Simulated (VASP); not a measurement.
# BC5 (Cmmm) in VASP: further runs

Runs on BC5. Level: PBE. Tasks: relaxation of cell and atoms, single point.

All numbers are computed with VASP 6.6.1; they aren't measurements. Logs are shortened: lines on timing, memory, paths and dates and some standing lists are left out, and cuts for length are marked.

### 1 The cell of the first run

It takes space group Cmmm (No. 65, orthorhombic). The conventional cell has a = 4.641 Å, b = 6.801 Å, c = 5.531 Å, α = 90.00°, β = 90.00°, γ = 90.00°. Within 2.0 Å of B (site symmetry mmm) lie 2 C at 1.47 Å. Within 2.1 Å of C (site symmetry mmm) lie 2 C at 1.56 Å. Within 2.0 Å of C (site symmetry 2mm) lie 2 C at 1.52 to 1.56 Å. C (site symmetry m2m) has 1 B at 1.47 Å within 2.0 Å.

The cell was generated, and may not be a known phase.

### 2 Relaxation of cell and atoms, PBE

The input, INCAR:

```
  PREC = Accurate
  ENCUT = 600
  EDIFF = 1E-7
  ISMEAR = 0
  SIGMA = 0.1
  LREAL = False
  LASPH = True
  NELM = 80
  ALGO = Normal
  ISIF = 3
  LWAVE = False
  LCHARG = False
  GGA = PE
  IBRION = 2
  NSW = 90
  EDIFFG = -0.04
```

The input, KPOINTS:

```
Automatic mesh
0
Gamma
  4 4 4
```

The input, POSCAR:

```
BC5
1.0
    2.3207347600     -3.4005117000      0.0000000000
    2.3207347600      3.4005117000      0.0000000000
    0.0000000000      0.0000000000      5.5306750900
B C
1 5
Direct
    0.0000000000      0.0000000000      0.5000000000
    0.5000000000      0.5000000000      0.0000000000
    0.1640461900      0.1640461900      0.0000000000
    0.8359538100      0.8359538100      0.0000000000
    0.7841477300      0.2158522700      0.5000000000
    0.2158522700      0.7841477300      0.5000000000
```

Potentials or basis: VASP PAW PBE potentials, release 64 (B, C).

Command:

```bash
> cat potpaw_PBE.64/B/POTCAR potpaw_PBE.64/C/POTCAR > POTCAR
> mpirun -np 1 vasp_std > vasp.out
```

OUTCAR:

```text
PREC = Accurate
   ENCUT = 600
   EDIFF = 1E-7
   ISMEAR = 0
   LREAL = False
   LASPH = True
   NELM = 80
   ISIF = 3
   GGA = PE
   IBRION = 2
   NSW = 90
   EDIFFG = -0.04

 ion  position               nearest neighbor table
   1  0.000  0.000  0.500-   5 1.47   6 1.47
   2  0.500  0.500  0.000-   3 1.56   4 1.56
   3  0.164  0.164  0.000-   4 1.52   2 1.56
   4  0.836  0.836  0.000-   3 1.52   2 1.56
   5  0.784  0.216  0.500-   1 1.47
   6  0.216  0.784  0.500-   1 1.47

  LATTYP: Found a base centered orthorhombic cell.
 ALAT       =     4.6414695200
 B/A-ratio  =     1.4652737394
 C/A-ratio  =     1.1915784572

  Lattice vectors:

 A1 = (   2.3207347600,  -3.4005117000,   0.0000000000)
 A2 = (   2.3207347600,   3.4005117000,   0.0000000000)
 A3 = (   0.0000000000,   0.0000000000,   5.5306750900)

Analysis of symmetry for initial positions (statically):
=====================================================================
 Subroutine PRICEL returns:
 Original cell was already a primitive cell.

 Routine SETGRP: Setting up the symmetry group for a
 base centered orthorhombic supercell.

 Subroutine GETGRP returns: Found  8 space group operations
 (whereof  8 operations were pure point group operations)
 out of a pool of  8 trial point group operations.

The static configuration has the point symmetry D_2h.

Analysis of symmetry for dynamics (positions and initial velocities):
=====================================================================
 Subroutine PRICEL returns:
 Original cell was already a primitive cell.

 Routine SETGRP: Setting up the symmetry group for a
 base centered orthorhombic supercell.

 Subroutine GETGRP returns: Found  8 space group operations
 (whereof  8 operations were pure point group operations)
 out of a pool of  8 trial point group operations.

The dynamic configuration has the point symmetry D_2h.

 Subroutine INISYM returns: Found  8 space group operations
 (whereof  8 operations are pure point group operations),
 and found     1 'primitive' translations

----------------------------------------------------------------------------------------

                                     Primitive cell

  volume of cell :      87.2927

  direct lattice vectors                    reciprocal lattice vectors
     2.320734760 -3.400511700  0.000000000     0.215449007 -0.147036695  0.000000000
     2.320734760  3.400511700  0.000000000     0.215449007  0.147036695  0.000000000
     0.000000000  0.000000000  5.530675090     0.000000000  0.000000000  0.180809754

  length of vectors
     4.116951499  4.116951499  5.530675090     0.260841071  0.260841071  0.180809754

  position of ions in fractional coordinates (direct lattice)
     0.000000000  0.000000000  0.500000000
     0.500000000  0.500000000  0.000000000
     0.164046190  0.164046190  0.000000000
     0.835953810  0.835953810  0.000000000
     0.784147730  0.215852270  0.500000000
     0.215852270  0.784147730  0.500000000

  ion indices of the primitive-cell ions
   primitive index   ion index
                 1           1
                 2           2
                 3           3
                 4           4
                 5           5
                 6           6

----------------------------------------------------------------------------------------

 KPOINTS: Automatic mesh

Automatic generation of k-mesh.
 Grid dimensions read from file:
 generate k-points for:    4    4    4

 Generating k-lattice:

  Cartesian coordinates                     Fractional coordinates (reciprocal lattice)
     0.053862252 -0.036759174  0.000000000     0.250000000 -0.000000000  0.000000000
     0.053862252  0.036759174  0.000000000    -0.000000000  0.250000000  0.000000000
     0.000000000  0.000000000  0.045202438     0.000000000  0.000000000  0.250000000

  Length of vectors
     0.065210268  0.065210268  0.045202438

  Shift w.r.t. Gamma in fractional coordinates (k-lattice)
     0.000000000  0.000000000  0.000000000

 Subroutine IBZKPT returns following result:
 ===========================================

 Found     21 irreducible k-points:

 Following reciprocal coordinates:
            Coordinates               Weight
  0.000000  0.000000  0.000000      1.000000
  0.250000  0.000000  0.000000      4.000000
  0.500000  0.000000  0.000000      2.000000
  0.250000  0.250000  0.000000      2.000000
  0.500000  0.250000  0.000000      4.000000
 -0.250000  0.250000  0.000000      2.000000
[... 13 lines left out ...]
 -0.250000  0.250000  0.500000      2.000000
  0.500000  0.500000  0.500000      1.000000
   k-points           NKPTS =     21   k-points in BZ     NKDIM =     21   number of bands    NBANDS=     15
   number of dos      NEDOS =    301   number of ions     NIONS =      6
   total plane-waves  NPLWV =  62208
   dimension x,y,z NGX =    36 NGY =   36 NGZ =   48
   dimension x,y,z NGXF=    72 NGYF=   72 NGZF=   96
   ions per type =               1   5
   NGX,Y,Z   is equivalent  to a cutoff of  14.54, 14.54, 14.43 a.u.
   NGXF,Y,Z  is equivalent  to a cutoff of  29.07, 29.07, 28.86 a.u.
 SYSTEM =  unknown system
   PREC   = accura    normal or accurate (medium, high low for compatibility)
   ISTART =      0    job   : 0-new  1-cont  2-samecut
   ICHARG =      2    charge: 1-file 2-atom 10-const
   ISPIN  =      1    spin polarized calculation?
   LNONCOLLINEAR =      F non collinear calculations
   LSORBIT =      F    spin-orbit coupling
   LASPH  =      T    aspherical Exc in radial PAW
   ENCUT  =  600.0 eV  44.10 Ry    6.64 a.u.   8.22  8.22 11.05*2*pi/ulx,y,z
   NELM   =     80;   NELMIN=  2; NELMDL= -5     # of ELM steps
   EDIFF  = 0.1E-06   stopping-criterion for ELM
   LREAL  =      F    real-space projection
   EDIFFG = -.4E-01   stopping-criterion for IOM
   NSW    =     90    number of steps for IOM
   IBRION =      2    ionic relax: 0-MD 1-quasi-New 2-CG
   NFREE  =      1    steps in history (QN), initial steepest desc. (CG)
   ISIF   =      3    stress and relaxation
   ISYM   =      2    0-nonsym 1-usesym 2-fastsym
   POTIM  = 0.5000    time-step for ionic-motion
   TEBEG  =    0.0;   TEEND  =   0.0 temperature during run
   PSTRESS=    0.0 pullay stress
   NELECT =      23.0000    total number of electrons
   NUPDOWN=      -1.0000    fix difference up-down
   EMIN   =  10.00;   EMAX   =-10.00  energy-range for DOS
   EFERMI =   0.00;   METHOD = LEGACY
   ISMEAR =     0;   SIGMA  =   0.10  broadening in eV -4-tet -1-fermi 0-gaus
   EFERMI_NEDOS =   21; number of points for ismear=-14 and -15
   IALGO  =     38    algorithm
   IMIX   =      4    mixing-type and parameters
     AMIX     =   0.40;   BMIX     =  1.00
     AMIX_MAG =   1.60;   BMIX_MAG =  1.00
  volume/ion in A,a.u.               =      14.55        98.18
  Fermi-wavevector in a.u.,A,eV,Ry     =   1.049522  1.983309 14.986763  1.101496
  Thomas-Fermi vector in A             =   2.184488
   LORBIT       =      0    0 simple, 1 ext, 2 COOP (PROOUT), +10 PAW based schemes
   GGA     = PE    functional components
   LHFCALC =     F    Hartree Fock is set to
   AEXX    =    0.0000 exact exchange contribution
   IVDW    =     0    specifies the selected vdW correction
   LEPSILON=     F    determine dielectric tensor
   LRPA    =     F    only Hartree local field effects (RPA)
 conjugate gradient relaxation of ions
 non-spin polarized calculation
 Gauss-broadening in eV      SIGMA  =   0.10
  energy-cutoff  :      600.00
  volume of cell :       87.29
 maximum number of plane-waves:      2936
 NGX is ok and might be reduce to    36
   NGX = 17   NGY = 17   NGZ = 23

--------------------------------------- Ionic step        1  -------------------------------------------

 number of electron      23.0000000 magnetization

 Free energy of the ion-electron system (eV)
  ---------------------------------------------------
  ext. energy  EPLUGINS =         0.00000000
  ---------------------------------------------------
  free energy    TOTEN  =       -35.28212047 eV

  energy without entropy =      -35.26105637  energy(sigma->0) =      -35.27158842

------------------------ aborting loop because EDIFF is reached ----------------------------------------

  FORCE on cell =-STRESS in cart. coord.  units (eV):
  Direction    XX          YY          ZZ          XY          YZ          ZX
  --------------------------------------------------------------------------------------
  -------------------------------------------------------------------------------------
  Total      -53.5545157     -1.2646983      1.4312339      0.0000000      0.0000000      0.0000000
  in kB     -982.9439558    -23.2123766     26.2689832      0.0000000      0.0000000      0.0000000
  external PRESSURE =    -326.6291164 kB  Pullay stress =       0.0000000 kB
[... 25 lines left out ...]
  energy  without entropy=      -35.2610563709  energy(sigma->0) =      -35.27158842

--------------------------------------- Ionic step        2  -------------------------------------------

 number of electron      23.0000000 magnetization

 E-fermi :   4.8115     XC(G=0): -10.1604

 val. band max:        4.7421032042   @ k =   0.2500   0.0000   0.0000
 cond. band min:       4.8363125711   @ k =   0.5000   0.2500   0.5000
 fundamental gap:      0.0942093669
 Fermi energy:         4.8115098131

 k-point     1 :       0.0000    0.0000    0.0000
  band No.  band energies     occupation
      1     -14.5756      2.00000
      2     -13.1083      2.00000
      3      -7.8073      2.00000
      4      -7.7225      2.00000
      5      -7.2074      2.00000
      6      -6.4612      2.00000
      7      -4.7942      2.00000
      8      -2.9421      2.00000
      9      -1.6588      2.00000
     10       0.5360      2.00000
     11       8.8492      0.00000
     12       8.8897      0.00000
     13       9.6851      0.00000
     14       9.9755      0.00000
     15      11.2203      0.00000
[... 431 lines left out ...]
  FREE ENERGIE OF THE ION-ELECTRON SYSTEM (eV)
  ---------------------------------------------------
  free  energy   TOTEN  =       -41.2311038323 eV

  energy  without entropy=      -41.2066554825  energy(sigma->0) =      -41.21887966

[... ionic steps 4 to 23 ...]

--------------------------------------- Ionic step       24  -------------------------------------------

 number of electron      23.0000000 magnetization

------------------------ aborting loop because EDIFF is reached ----------------------------------------

  FORCE on cell =-STRESS in cart. coord.  units (eV):
  Direction    XX          YY          ZZ          XY          YZ          ZX
  --------------------------------------------------------------------------------------
  -------------------------------------------------------------------------------------
  Total        0.2633325      0.0268218      0.0061631     -0.0000000      0.0000000      0.0000000
  in kB        4.9763262      0.5068649      0.1164664     -0.0000000      0.0000000      0.0000000
  external PRESSURE =       1.8665525 kB  Pullay stress =       0.0000000 kB
[... 65 lines left out ...]
  energy  without entropy=      -42.6455405428  energy(sigma->0) =      -42.65599233

--------------------------------------- Ionic step       26  -------------------------------------------

 number of electron      23.0000000 magnetization

 Free energy of the ion-electron system (eV)
  ---------------------------------------------------
  ext. energy  EPLUGINS =         0.00000000
  ---------------------------------------------------
  free energy    TOTEN  =       -42.66652308 eV

  energy without entropy =      -42.64565588  energy(sigma->0) =      -42.65608948

 E-fermi :   0.5932     XC(G=0):  -8.3207

 val. band max:        0.4593434439   @ k =   0.5000   0.2500   0.5000
 cond. band min:       0.5980926855   @ k =   0.2500   0.0000   0.0000
 fundamental gap:      0.1387492416
 Fermi energy:         0.5932370824

 k-point     1 :       0.0000    0.0000    0.0000
  band No.  band energies     occupation
      1     -16.1729      2.00000
      2     -13.0651      2.00000
      3     -11.0509      2.00000
      4     -11.0500      2.00000
      5      -7.8559      2.00000
      6      -5.4803      2.00000
      7      -4.2812      2.00000
      8      -3.5838      2.00000
      9      -2.7161      2.00000
     10      -2.2949      2.00000
     11       0.0162      2.00000
     12       1.8106      0.00000
     13       3.4836      0.00000
     14       4.1686      0.00000
     15       4.1921      0.00000
[... 391 lines left out ...]
  FREE ENERGIE OF THE ION-ELECTRON SYSTEM (eV)
  ---------------------------------------------------
  free  energy   TOTEN  =       -42.6665230847 eV

  energy  without entropy=      -42.6456558781  energy(sigma->0) =      -42.65608948

 reached required accuracy - stopping structural energy minimisation
```

It took 4.4 min on 1 thread of Intel Xeon 6975P-C (Granite Rapids), shared host; peak memory 0.24 GiB.

What came out:

```
Free energy                           : -42.6665 eV
Relaxed volume                        : 14.13 Å³/atom
Relaxed cell                          : a = 3.836 Å, b = 3.836 Å, c = 6.774 Å, α = 90.00°, β = 90.00°, γ = 121.72°
Space group after relaxing (to 0.1 Å) : Cmmm (No. 65)
Pressure after relaxing               : 0.1 GPa
Largest force after relaxing          : 0.014 eV/Å
Band gap on the k mesh                : zero (an odd number of electrons rules out a gap without spin polarisation)
```

Forces on the atoms (eV/Å):
```
B    0.000  0.000  0.000
C    0.000  0.000  0.000
C   -0.014  0.000  0.000
C    0.014  0.000  0.000
C    0.000 -0.008  0.000
C    0.000  0.008  0.000
```

Final structure:
```yaml
crystal:
  lattice:
    - [1.86812, -3.35081, 0.00000]
    - [1.86812, 3.35081, 0.00000]
    - [0.00000, 0.00000, 6.77357]
  atoms:
    - { symbol: B, position: [0.00000, 0.00000, 0.50000] }
    - { symbol: C, position: [0.50000, 0.50000, 0.00000] }
    - { symbol: C, position: [0.16680, 0.16680, 0.00000] }
    - { symbol: C, position: [0.83320, 0.83320, 0.00000] }
    - { symbol: C, position: [0.78452, 0.21548, 0.50000] }
    - { symbol: C, position: [0.21548, 0.78452, 0.50000] }
```

Caveat: the k points lie up to 0.48 Å⁻¹ apart in the final cell, too coarse for converged energies and pressures of a metal; a cell axis changed by over 15 % at a fixed basis, so the end point is rough; this functional lacks dispersion, which binds layers or chains, so the pressure and a relaxed spacing across them are unreliable; an odd number of electrons without spin polarisation forces a metal; a magnetic or distorted state may lie lower.

### 3 Single point, PBE, collinear spin

The input, INCAR:

```
PREC = Accurate
ENCUT = 520
EDIFF = 1E-6
ISMEAR = 0
SIGMA = 0.1
LREAL = False
LASPH = True
NELM = 150
ALGO = Normal
ISIF = 2
LWAVE = False
LCHARG = True
ISPIN = 2
MAGMOM = 0 1 1 1 1 1
LORBIT = 11
GGA = PE
LELF = True
LVHAR = True
NBANDS = 24
```

The input, KPOINTS:

```
regular mesh
0
Gamma
  4 4 4
```

POSCAR is that of step 2.

Potentials or basis: VASP PAW PBE potentials, release 64 (B, C).

Command:

```bash
> cat potpaw_PBE.64/B/POTCAR potpaw_PBE.64/C/POTCAR > POTCAR
> mpirun -np 1 vasp_std > vasp.out
```

Wall time 34 s (1 thread of Intel Xeon 6975P-C (Granite Rapids), shared host); peak memory 0.25 GiB.

Results (log left out):

* Free energy: -35.2813 eV
* Pressure: -32.5 GPa
* Largest force: 0.771 eV/Å
* Net moment: 0.41 μB per cell
* Site moments: B -0.01; C +0.01, +0.05, +0.06 (each value once) μB
* Valence electrons inside the program's atomic spheres: B 2.01; C 2.17, 2.18 (each value once)

Forces on the atoms (eV/Å):
```
B    0.000  0.000  0.000
C    0.000  0.000  0.000
C    0.771  0.000  0.000
C   -0.771  0.000  0.000
C    0.000  0.427  0.000
C    0.000 -0.427  0.000
```

Stress tensor (GPa, compression positive):
```
-98.11   0.00   0.00
  0.00  -2.27   0.00
  0.00   0.00   2.93
```

Levels at points of the mesh, in eV from the Fermi level:
Spin up:
| k point | band 9 | band 10 | band 11 | band 12 | band 13 | band 14 | band 15 | band 16 |
| --- | --- | --- | --- | --- | --- | --- | --- | --- |
| (0.00, 0.00, 0.00) | -1.99 | -0.81 | -0.76 | 0.63 | 1.50 | 1.61 | 1.63 | 2.00 |
| (0.50, 0.00, 0.00) | -2.26 | -2.23 | -1.79 | 0.09 | 0.60 | 0.66 | 1.40 | 2.28 |
| (0.50, 0.50, 0.00) | -2.27 | -1.28 | -0.65 | -0.54 | 1.73 | 2.62 | 2.77 | 2.86 |
| (0.00, 0.00, 0.50) | -2.28 | -1.94 | -0.75 | 0.24 | 0.76 | 1.48 | 2.23 | 2.47 |
| (0.50, 0.00, 0.50) | -2.28 | -2.08 | -1.42 | -1.25 | 0.74 | 0.93 | 1.04 | 2.30 |
| (0.50, 0.50, 0.50) | -1.80 | -1.33 | -0.84 | 0.05 | 1.95 | 2.06 | 2.76 | 2.87 |
Spin down:
| k point | band 8 | band 9 | band 10 | band 11 | band 12 | band 13 | band 14 | band 15 |
| --- | --- | --- | --- | --- | --- | --- | --- | --- |
| (0.00, 0.00, 0.00) | -2.37 | -1.93 | -0.66 | -0.60 | 0.64 | 1.52 | 1.66 | 1.96 |
| (0.50, 0.00, 0.00) | -2.98 | -2.22 | -2.08 | -1.76 | 0.36 | 0.72 | 0.96 | 1.50 |
| (0.50, 0.50, 0.00) | -3.43 | -2.16 | -1.21 | -0.49 | -0.26 | 1.99 | 2.80 | 2.81 |
| (0.00, 0.00, 0.50) | -2.46 | -2.10 | -1.89 | -0.64 | 0.29 | 0.89 | 1.53 | 2.38 |
| (0.50, 0.00, 0.50) | -2.44 | -2.22 | -1.86 | -1.29 | -1.12 | 0.97 | 1.11 | 1.12 |
| (0.50, 0.50, 0.50) | -3.54 | -1.66 | -1.25 | -0.68 | 0.33 | 2.09 | 2.32 | 2.78 |

Caveat: the k points lie up to 0.41 Å⁻¹ apart; a moment this small can come from the mesh or the smearing.

(Continued in part 2 of 2.)

The gap in the log of VASP goes by the Fermi energy; the results here count the filled bands.